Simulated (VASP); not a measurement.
# La (P6_3/mmc) in VASP: notebook

La is run at these levels: RPBE; tasks: single point.

All numbers are computed with VASP 6.6.1; they aren't measurements. Logs are shortened: lines on timing, memory, paths and dates and some standing lists are left out, and cuts for length are marked.

### 1 The cell of the first run

Symmetry: P6_3/mmc, No. 194, hexagonal system. Conventional cell: a = 3.837 Å, b = 3.837 Å, c = 12.326 Å, α = 90.00°, β = 90.00°, γ = 120.00°. Within 5.0 Å of La (site symmetry -3m) lie 12 La at 3.80 to 3.84 Å. La (site symmetry -6m2) has 12 La at 3.80 to 3.84 Å within 5.0 Å.

### 2 Single point, RPBE

Input file INCAR:

```
PREC     = Accurate       # precision mode
ENCUT    = 520            # plane-wave cutoff, eV
EDIFF    = 1E-6           # SCF threshold, eV
ISMEAR   = -1             # smearing method
SIGMA    = 0.1            # smearing width, eV
LREAL    = F              # projectors in reciprocal space
LASPH    = T              # aspherical terms in the spheres
NELM     = 80             # most SCF steps
ALGO     = Normal         # electronic algorithm
ISIF     = 2              # what is computed and relaxed
LWAVE    = F              # write WAVECAR
LCHARG   = F              # write CHGCAR
GGA      = RP             # functional
NBANDS   = 30             # bands
```

Input file KPOINTS:

```
Automatic mesh
0
Gamma
  13 13 4
```

Input file POSCAR:

```
La
1.0
    3.8366400243      0.0000000000      0.0000000000
   -1.9183200121      3.3226277263      0.0000000000
    0.0000000000      0.0000000000     12.3263035443
La
4
Direct
    1.0000000000      1.0000000000      1.0000000000
    0.0000000000      0.0000000000      0.5000000000
    0.3333333333      0.6666666667      0.7500000000
    0.6666666667      0.3333333333      0.2500000000
```

Potentials or basis: VASP PAW PBE potentials, release 64 (La).

Launch:

```console
$ cat potpaw_PBE.64/La/POTCAR > POTCAR
$ mpirun -np 1 vasp_std > vasp.out
```

OUTCAR:

```text
PREC = Accurate
   ENCUT = 520
   EDIFF = 1E-6
   ISMEAR = -1
   LREAL = F
   LASPH = T
   NELM = 80
   ISIF = 2
   GGA = RP

 ion  position               nearest neighbor table
   1  0.000  0.000  0.000-
   2  0.000  0.000  0.500-
   3  0.333  0.667  0.750-
   4  0.667  0.333  0.250-

  LATTYP: Found a hexagonal cell.
 ALAT       =     3.8366400243
 C/A-ratio  =     3.2127860488

  Lattice vectors:

 A1 = (   3.8366400243,   0.0000000000,   0.0000000000)
 A2 = (  -1.9183200121,   3.3226277263,   0.0000000000)
 A3 = (   0.0000000000,   0.0000000000,  12.3263035443)

Analysis of symmetry for initial positions (statically):
=====================================================================
 Subroutine PRICEL returns:
 Original cell was already a primitive cell.

 Routine SETGRP: Setting up the symmetry group for a
 hexagonal supercell.

 Subroutine GETGRP returns: Found 24 space group operations
 (whereof 12 operations were pure point group operations)
 out of a pool of 24 trial point group operations.

The static configuration has the point symmetry D_3d.
 The point group associated with its full space group is D_6h.

Analysis of symmetry for dynamics (positions and initial velocities):
=====================================================================
 Subroutine PRICEL returns:
 Original cell was already a primitive cell.

 Routine SETGRP: Setting up the symmetry group for a
 hexagonal supercell.

 Subroutine GETGRP returns: Found 24 space group operations
 (whereof 12 operations were pure point group operations)
 out of a pool of 24 trial point group operations.

The dynamic configuration has the point symmetry D_3d.
 The point group associated with its full space group is D_6h.

 Subroutine INISYM returns: Found 24 space group operations
 (whereof 12 operations are pure point group operations),
 and found     1 'primitive' translations

----------------------------------------------------------------------------------------

                                     Primitive cell

  volume of cell :     157.1323

[... 85 lines left out ...]
   ICHARG =      2    charge: 1-file 2-atom 10-const
   ISPIN  =      1    spin polarized calculation?
   LNONCOLLINEAR =      F non collinear calculations
   LSORBIT =      F    spin-orbit coupling
   LASPH  =      T    aspherical Exc in radial PAW
   ENCUT  =  520.0 eV  38.22 Ry    6.18 a.u.   7.13  7.13 22.92*2*pi/ulx,y,z
   NELM   =     80;   NELMIN=  2; NELMDL= -5     # of ELM steps
   EDIFF  = 0.1E-05   stopping-criterion for ELM
   LREAL  =      F    real-space projection
   EDIFFG = 0.1E-04   stopping-criterion for IOM
   NSW    =      0    number of steps for IOM
   IBRION =     -1    ionic relax: 0-MD 1-quasi-New 2-CG
   NFREE  =      0    steps in history (QN), initial steepest desc. (CG)
   ISIF   =      2    stress and relaxation
   ISYM   =      2    0-nonsym 1-usesym 2-fastsym
   POTIM  = 0.5000    time-step for ionic-motion
   TEBEG  =    0.0;   TEEND  =   0.0 temperature during run
   PSTRESS=    0.0 pullay stress
   NELECT =      44.0000    total number of electrons
   NUPDOWN=      -1.0000    fix difference up-down
   EMIN   =  10.00;   EMAX   =-10.00  energy-range for DOS
   EFERMI =   0.00;   METHOD = LEGACY
   ISMEAR =    -1;   SIGMA  =   0.10  broadening in eV -4-tet -1-fermi 0-gaus
   EFERMI_NEDOS =   21; number of points for ismear=-14 and -15
   IALGO  =     38    algorithm
   IMIX   =      4    mixing-type and parameters
     AMIX     =   0.40;   BMIX     =  1.00
     AMIX_MAG =   1.60;   BMIX_MAG =  1.00
  volume/ion in A,a.u.               =      39.28       265.10
  Fermi-wavevector in a.u.,A,eV,Ry     =   1.071035  2.023964 15.607474  1.147117
  Thomas-Fermi vector in A             =   2.206764
   LORBIT       =      0    0 simple, 1 ext, 2 COOP (PROOUT), +10 PAW based schemes
   GGA     = RP    functional components
   LHFCALC =     F    Hartree Fock is set to
   AEXX    =    0.0000 exact exchange contribution
   IVDW    =     0    specifies the selected vdW correction
   LEPSILON=     F    determine dielectric tensor
   LRPA    =     F    only Hartree local field effects (RPA)
 non-spin polarized calculation
  energy-cutoff  :      520.00
  volume of cell :      157.13
 maximum number of plane-waves:      4270
 NGX is ok and might be reduce to    30
   NGX = 15   NGY = 15   NGZ = 45

 number of electron      44.0000005 magnetization

 Free energy of the ion-electron system (eV)
  ---------------------------------------------------
  ext. energy  EPLUGINS =         0.00000000
  ---------------------------------------------------
  free energy    TOTEN  =       -18.30518284 eV

  energy without entropy =      -18.07472349  energy(sigma->0) =      -18.18995316

 E-fermi :   7.4295     XC(G=0):  -9.2500

 val. band max:        7.4269291396   @ k =   0.3077   0.1538   0.2500
 cond. band min:       7.4479471837   @ k =   0.3846   0.2308   0.2500
 fundamental gap:      0.0210180441
 Fermi energy:         7.4295372858

 k-point     1 :       0.0000    0.0000    0.0000
  band No.  band energies     occupation
      1     -25.5372      2.00000
      2     -25.4598      2.00000
      3     -25.4512      2.00000
      4     -25.3716      2.00000
      5      -9.8288      2.00000
      6      -9.2680      2.00000
[... 781 lines left out ...]
     29       8.8691      0.00000
     30       8.9579      0.00000

 [... further k-points ...]

------------------------ aborting loop because EDIFF is reached ----------------------------------------

  FORCE on cell =-STRESS in cart. coord.  units (eV):
  Direction    XX          YY          ZZ          XY          YZ          ZX
  --------------------------------------------------------------------------------------
  -------------------------------------------------------------------------------------
  Total        0.0221712      0.0221712      0.0409114      0.0000000     -0.0000000      0.0000000
  in kB        0.2260654      0.2260654      0.4171472      0.0000000     -0.0000000      0.0000000
  external PRESSURE =       0.2897594 kB  Pullay stress =       0.0000000 kB

 VOLUME and BASIS-vectors are now :
 -----------------------------------------------------------------------------
  energy-cutoff  :      520.00
  volume of cell :      157.13
      direct lattice vectors                 reciprocal lattice vectors
     3.836640024  0.000000000  0.000000000     0.260644729  0.150483305  0.000000000
    -1.918320012  3.322627726  0.000000000     0.000000000  0.300966609  0.000000000
     0.000000000  0.000000000 12.326303544     0.000000000  0.000000000  0.081127322

 POSITION                                       TOTAL-FORCE (eV/Angst)
 -----------------------------------------------------------------------------------
      0.00000      0.00000      0.00000        -0.000000      0.000000      0.000000
      0.00000      0.00000      6.16315         0.000000      0.000000      0.000000
     -0.00000      2.21509      9.24473        -0.000000      0.000000      0.000000
      1.91832      1.10754      3.08158         0.000000     -0.000000     -0.000000
 -----------------------------------------------------------------------------------
    total drift:                                0.000000     -0.000000     -0.000000

  FREE ENERGIE OF THE ION-ELECTRON SYSTEM (eV)
  ---------------------------------------------------
  free  energy   TOTEN  =       -18.3051828352 eV

  energy  without entropy=      -18.0747234913  energy(sigma->0) =      -18.18995316
```

OSZICAR:

```text
N       E                     dE             d eps       ncg     rms          rms(c)
DAV:   1     0.572316999121E+03    0.57232E+03   -0.14697E+04  3788   0.195E+03
DAV:   2     0.113421832041E+03   -0.45890E+03   -0.44877E+03  5548   0.387E+02
DAV:   3    -0.229758358572E+01   -0.11572E+03   -0.11337E+03  6244   0.230E+02
DAV:   4    -0.159130020181E+02   -0.13615E+02   -0.13208E+02  7048   0.819E+01
DAV:   5    -0.178790875569E+02   -0.19661E+01   -0.19114E+01  7448   0.330E+01    0.482E+00
DAV:   6    -0.181842474195E+02   -0.30516E+00   -0.26908E+00  7472   0.129E+01    0.249E+00
DAV:   7    -0.182944854372E+02   -0.11024E+00   -0.59609E-01  7408   0.676E+00    0.814E-01
DAV:   8    -0.183072473925E+02   -0.12762E-01   -0.54592E-02  7512   0.203E+00    0.451E-01
DAV:   9    -0.183050077373E+02    0.22397E-02   -0.16519E-02  6984   0.122E+00    0.694E-02
DAV:  10    -0.183053281974E+02   -0.32046E-03   -0.40366E-03  7552   0.531E-01    0.958E-02
DAV:  11    -0.183052532354E+02    0.74962E-04   -0.61511E-04  7024   0.218E-01    0.704E-02
DAV:  12    -0.183051923304E+02    0.60905E-04   -0.16636E-04  7000   0.122E-01    0.349E-02
DAV:  13    -0.183051795924E+02    0.12738E-04   -0.73212E-05  7008   0.617E-02    0.651E-03
DAV:  14    -0.183051826213E+02   -0.30289E-05   -0.71161E-06  5992   0.196E-02    0.231E-03
DAV:  15    -0.183051828352E+02   -0.21382E-06   -0.56945E-07  3328   0.113E-02
   1 F= -.18305183E+02 E0= -.18189953E+02  d E =-.230459E+00
```

It took 3.8 min on 1 thread of Intel Xeon 6975P-C (Granite Rapids), shared host; peak memory 0.43 GiB.

Results:

```
Free energy            : -18.3052 eV
Pressure               : 0.0 GPa
Band gap on the k mesh : zero (bands 22 and 23 overlap by 1.03 eV)
```

Caveat: the PAW data sets were made with another functional, which shifts forces and pressure a little; spin-orbit coupling is left out, which moves the levels of the heavy elements.

### 3 Single point, RPBE (40.85 Å³/atom)

This run uses another cell than the first one, of 40.85 Å³/atom.

Input file INCAR:

```
SYSTEM = La
PREC     = Accurate       ! precision mode
ENCUT    = 520            ! plane-wave cutoff, eV
EDIFF    = 1E-7           ! SCF threshold, eV
ISMEAR   = -1             ! smearing method
SIGMA    = 0.1            ! smearing width, eV
LREAL    = .False.        ! projectors in reciprocal space
LASPH    = .True.         ! aspherical terms in the spheres
NELM     = 100            ! most SCF steps
ALGO     = Normal         ! electronic algorithm
ISIF     = 2              ! what is computed and relaxed
LWAVE    = .False.        ! write WAVECAR
LCHARG   = .False.        ! write CHGCAR
GGA      = RP             ! functional
NBANDS   = 30             ! bands
```

Input file KPOINTS:

```
Automatic mesh
0
Gamma
  13 13 4
  0 0 0
```

Input file POSCAR:

```
La
1.0
    3.8871279197      0.0000000000      0.0000000000
   -1.9435639598      3.3663515263      0.0000000000
    0.0000000000      0.0000000000     12.4885103503
La
4
Direct
    1.0000000000      1.0000000000      1.0000000000
    0.0000000000      0.0000000000      0.5000000000
    0.3333333333      0.6666666667      0.7500000000
    0.6666666667      0.3333333333      0.2500000000
```

Potentials or basis: VASP PAW PBE potentials, release 64 (La).

Launch:

```console
$ cat potpaw_PBE.64/La/POTCAR > POTCAR
$ mpirun -np 1 vasp_std > vasp.out
```

Wall time 4.1 min (1 thread of Intel Xeon 6975P-C (Granite Rapids), shared host); peak memory 0.44 GiB.

Results (log left out):

```yaml
Free_energy: -18.2899 eV
Pressure: -0.9 GPa
Band_gap_on_the_k_mesh: zero (bands 22 and 23 overlap by 1.01 eV)
```

Levels at points of the mesh, in eV from the Fermi level:
```
           k point  band 20  band 21  band 22  band 23  band 24  band 25
(0.00, 0.00, 0.00)    -1.62     0.45     0.56     1.21     1.21     1.23
(0.00, 0.00, 0.50)    -1.60     0.80     0.80     1.03     1.03     1.27
```

Caveat: the PAW data sets were made with another functional, which shifts forces and pressure a little; spin-orbit coupling is left out, which moves the levels of the heavy elements.

### 4 Single point, RPBE (42.43 Å³/atom)

This run uses another cell than the first one, of 42.43 Å³/atom.

Input file INCAR:

```
SYSTEM = La
  PREC = Accurate
  ENCUT = 520
  EDIFF = 1E-7
  ISMEAR = -1
  SIGMA = 0.1
  LREAL = .FALSE.
  LASPH = .TRUE.
  NELM = 80
  ALGO = Normal
  ISIF = 2
  LWAVE = .FALSE.
  LCHARG = .FALSE.
  GGA = RP
  NBANDS = 30
```

Input file KPOINTS:

```
Automatic mesh
0
G
  13 13 4
  0 0 0
```

Input file POSCAR:

```
La
1.0
    3.9363372946      0.0000000000      0.0000000000
   -1.9681686473      3.4089680950      0.0000000000
    0.0000000000      0.0000000000     12.6466095434
La
4
Direct
    1.0000000000      1.0000000000      1.0000000000
    0.0000000000      0.0000000000      0.5000000000
    0.3333333333      0.6666666667      0.7500000000
    0.6666666667      0.3333333333      0.2500000000
```

Potentials or basis: VASP PAW PBE potentials, release 64 (La).

Launch:

```console
$ cat potpaw_PBE.64/La/POTCAR > POTCAR
$ mpirun -np 1 vasp_std > vasp.out
```

OUTCAR:

```text
SYSTEM = La
   PREC = Accurate
   ENCUT = 520
   EDIFF = 1E-7
   ISMEAR = -1
   LREAL = .FALSE.
   LASPH = .TRUE.
   NELM = 80
   ISIF = 2
   GGA = RP

 ion  position               nearest neighbor table
   1  0.000  0.000  0.000-
   2  0.000  0.000  0.500-
   3  0.333  0.667  0.750-
   4  0.667  0.333  0.250-

  LATTYP: Found a hexagonal cell.
 ALAT       =     3.9363372946
 C/A-ratio  =     3.2127860488

  Lattice vectors:

 A1 = (   3.9363372946,   0.0000000000,   0.0000000000)
 A2 = (  -1.9681686473,   3.4089680950,   0.0000000000)
 A3 = (   0.0000000000,   0.0000000000,  12.6466095434)

Analysis of symmetry for initial positions (statically):
=====================================================================
 Subroutine PRICEL returns:
 Original cell was already a primitive cell.

 Routine SETGRP: Setting up the symmetry group for a
 hexagonal supercell.

[... 166 lines left out ...]
  ext. energy  EPLUGINS =         0.00000000
  ---------------------------------------------------
  free energy    TOTEN  =       -18.24209055 eV

  energy without entropy =      -17.99562173  energy(sigma->0) =      -18.11885614

 E-fermi :   6.7466     XC(G=0):  -8.9482

 val. band max:        6.7379658462   @ k =   0.3077  -0.0000   0.0000
 cond. band min:       6.7509156924   @ k =   0.3077   0.1538   0.2500
 fundamental gap:      0.0129498462
 Fermi energy:         6.7465760276

 k-point     1 :       0.0000    0.0000    0.0000
  band No.  band energies     occupation
      1     -26.3522      2.00000
      2     -26.2976      2.00000
      3     -26.2873      2.00000
      4     -26.2316      2.00000
      5     -10.5001      2.00000
      6     -10.0546      2.00000
[... 781 lines left out ...]
     29       8.1006      0.00000
     30       8.1563      0.00000

 [... further k-points ...]

------------------------ aborting loop because EDIFF is reached ----------------------------------------

  FORCE on cell =-STRESS in cart. coord.  units (eV):
  Direction    XX          YY          ZZ          XY          YZ          ZX
  --------------------------------------------------------------------------------------
  -------------------------------------------------------------------------------------
  Total       -1.7238900     -1.7238900     -1.7049577      0.0000000      0.0000000     -0.0000000
  in kB      -16.2753663    -16.2753663    -16.0966253      0.0000000      0.0000000     -0.0000000
  external PRESSURE =     -16.2157859 kB  Pullay stress =       0.0000000 kB

 VOLUME and BASIS-vectors are now :
 -----------------------------------------------------------------------------
  energy-cutoff  :      520.00
  volume of cell :      169.70
      direct lattice vectors                 reciprocal lattice vectors
     3.936337295  0.000000000  0.000000000     0.254043270  0.146671951  0.000000000
    -1.968168647  3.408968095  0.000000000     0.000000000  0.293343901  0.000000000
     0.000000000  0.000000000 12.646609543     0.000000000  0.000000000  0.079072576

 POSITION                                       TOTAL-FORCE (eV/Angst)
 -----------------------------------------------------------------------------------
      0.00000      0.00000      0.00000         0.000000      0.000000      0.000000
      0.00000      0.00000      6.32330         0.000000      0.000000      0.000000
     -0.00000      2.27265      9.48496        -0.000000     -0.000000      0.000000
      1.96817      1.13632      3.16165        -0.000000      0.000000      0.000000
 -----------------------------------------------------------------------------------
    total drift:                                0.000000     -0.000000     -0.000000

  FREE ENERGIE OF THE ION-ELECTRON SYSTEM (eV)
  ---------------------------------------------------
  free  energy   TOTEN  =       -18.2420905501 eV

  energy  without entropy=      -17.9956217331  energy(sigma->0) =      -18.11885614
```

Run time: 4.6 min. Hardware: 1 thread of Intel Xeon 6975P-C (Granite Rapids), shared host; peak memory 0.44 GiB.

What came out:

* Free energy: -18.2421 eV
* Pressure: -1.6 GPa
* Band gap on the k mesh: zero (bands 22 and 23 overlap by 0.99 eV)

Caveat: the PAW data sets were made with another functional, which shifts forces and pressure a little; spin-orbit coupling is left out, which moves the levels of the heavy elements.

### 5 Overview

```csv
cell,gap on the mesh (eV),pressure (GPa)
"a = 3.837, b = 3.837, c = 12.326 Å, angles 90.0, 90.0, 120.0°, 4 atoms",none,0.0
"a = 3.887, b = 3.887, c = 12.489 Å, angles 90.0, 90.0, 120.0°, 4 atoms",none,-0.9
"a = 3.936, b = 3.936, c = 12.647 Å, angles 90.0, 90.0, 120.0°, 4 atoms",none,-1.6
```

Alike in all rows: task single point; level RPBE; potentials or basis VASP PAW PBE potentials, release 64 (La); no spin polarisation; k mesh 13 × 13 × 4; cutoff (eV) 520; smearing fermi-dirac 0.1 eV.

Caveats: the PAW data sets were made with another functional, which shifts forces and pressure a little; spin-orbit coupling is left out, which moves the levels of the heavy elements.

Total energies depend on the potentials used, so only differences within one code and one set of settings carry meaning.

The gap in the log of VASP goes by the Fermi energy; the results here count the filled bands.